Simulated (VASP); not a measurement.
A run of VASP 6.6.1:

File INCAR:

```
  PREC = Accurate
  ENCUT = 400
  EDIFF = 1E-6
  ISMEAR = -1
  SIGMA = 0.01
  LREAL = Auto
  LASPH = T
  NELM = 120
  ALGO = Normal
  ISIF = 2
  LWAVE = F
  LCHARG = F
  GGA = PE
  NBANDS = 166
  GGA_COMPAT = F
```

The input KPOINTS:

```
Automatic mesh
0
Gamma
  1 1 1
  0.25 0.25 0.25
```

POSCAR

```
Zn16Se15S
1.0
   -5.6648850000      5.6648850000     -5.6648850000
    5.6648850000      5.6648850000      5.6648850000
    5.6648850000     -5.6648850000     -5.6648850000
Zn Se S
16 15 1
Direct
   -0.0000439237     -0.0006504080     -0.0004026024
    0.0008316002      0.2505609884      0.7495823293
    0.0007704870      0.5001919811      0.5001413723
   -0.0005440753      0.7499103977      0.2487462548
    0.2516054234      0.0019473043      0.7519635600
    0.2593079952      0.2507186513      0.5002827063
    0.2513081455      0.5023019275      0.2513091199
    0.2492036000      0.7497941285     -0.0002339351
    0.5004010916      0.0098178674      0.5003725415
    0.5000700775      0.2506183361      0.2590915438
    0.5005584658      0.5000774729      0.0010200337
    0.5003035390      0.7512503979      0.7495835362
    0.7518472561      0.0013435847      0.2511165932
    0.7500309504      0.2505259971      0.0012312493
    0.7415295962      0.4917071525      0.7413050306
    0.7500684493      0.7512978527      0.5004617087
    0.0031014875      0.0022957344      0.2518479545
    0.0007201898      0.2507930855      0.0005406377
   -0.0021954547      0.4996118307      0.7492070905
    0.0008193786      0.7510627387      0.5004795508
    0.2520358601      0.0020502865      0.0028280914
    0.2514479992      0.2508820746      0.7487666974
    0.2513007644      0.4990847163      0.5003539185
    0.2520050485      0.7534604843      0.2520713310
    0.5006130611      0.0018076066      0.7488134589
    0.5005098723      0.4992150042      0.2514229962
    0.5004928745      0.7506934859      0.0003496876
    0.7486796886      0.0015757146      0.5002959458
    0.7486254899      0.2505964703      0.2514283055
    0.7492980724      0.4993762719     -0.0024235420
    0.7493793169      0.7480130539      0.7493353944
    0.5003308092      0.2507733570      0.5002763141
```

Potentials or basis: VASP PAW PBE potentials, release 64 (Zn, Se, S).

Launch:

```sh
$ cat potpaw_PBE.64/Zn/POTCAR potpaw_PBE.64/Se/POTCAR potpaw_PBE.64/S/POTCAR > POTCAR
$ mpirun -np 1 vasp_std > vasp.out
```

Hardware: 1 thread of Intel Xeon 8259CL, with other jobs on the host.

Question: Estimate the wall time of this run.

Answer: Wall time 9 min on 1 thread of Intel Xeon 8259CL, on a shared host, peak memory 0.59 GiB. Counts: scf iterations 18, k points 1.
